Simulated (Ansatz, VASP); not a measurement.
AlN: VASP beside Ansatz

```
Al N
1.0
     3.31212    0.00000    0.00000
    -1.65606    2.86838    0.00000
     0.00000    0.00000    4.18756
Al N
2 2
Direct
  0.33333 0.66667 0.75000
  0.66667 0.33333 0.25000
  0.33333 0.66667 0.25000
  0.66667 0.33333 0.75000
```

Alike in both runs: task relaxation of cell and atoms; functional LDA; k mesh 12 × 12 × 6; no spin polarisation.

|  | VASP | Ansatz |
| --- | --- | --- |
| version | VASP 6.6.1 | Ansatz 0.2.0 |
| potentials or method | VASP PAW LDA potentials, release 64 (Al, N) | plane waves, PAW |
| plane-wave cutoff (eV) | 600 | 420 |
| occupations | gaussian, width 0.01 eV | fixed |
| valence electrons in the cell | 16 | 16 |

```tsv
	VASP	Ansatz	Ansatz less VASP
relaxed volume (Å³/atom)	9.55	9.53	-0.019
relaxed cell length with the largest relative difference (Å)	3.279	3.276	-0.0033
```

LDA's correlation is that of Perdew and Zunger in VASP and of Perdew and Wang (1992) in Ansatz.
